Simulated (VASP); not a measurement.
Input of a VASP 6.6.1 run:

Contents of INCAR:

```
PREC = Accurate ; ENCUT = 520
EDIFF = 1E-6 ; ISMEAR = 0
SIGMA = 0.1 ; LREAL = F
LASPH = T ; NELM = 100
ALGO = Normal ; ISIF = 2
LWAVE = F ; LCHARG = F
GGA = PE ; NBANDS = 29
```

File KPOINTS:

```
regular mesh
0
Gamma
  4 4 4
```

File POSCAR:

```
Ba3Zn
1.0
    5.6761254790      0.0000000000      0.0000000000
    0.0000000000      5.6761254790      0.0000000000
    0.0000000000      0.0000000000      5.6761254790
Ba Zn
3 1
Direct
    0.0000000000      0.5000000000      0.5000000000
    0.5000000000      0.0000000000      0.5000000000
    0.5000000000      0.5000000000      0.0000000000
    0.0000000000      0.0000000000      0.0000000000
```

Potentials or basis: VASP PAW PBE potentials, release 64 (Ba_sv, Zn).

The run is started by

```console
$ cat potpaw_PBE.64/Ba_sv/POTCAR potpaw_PBE.64/Zn/POTCAR > POTCAR
$ mpirun -np 1 vasp_std > vasp.out
```

(1) What does it give for the band gap on the k mesh?

(2) Estimate the pressure.

Results:

(1) zero (band 21 reaches 2.22 eV, above the bottom of band 22 at 1.94 eV).

(2) 0.3 GPa.

Caveat: spin-orbit coupling is left out, which moves the levels of the heavy elements.
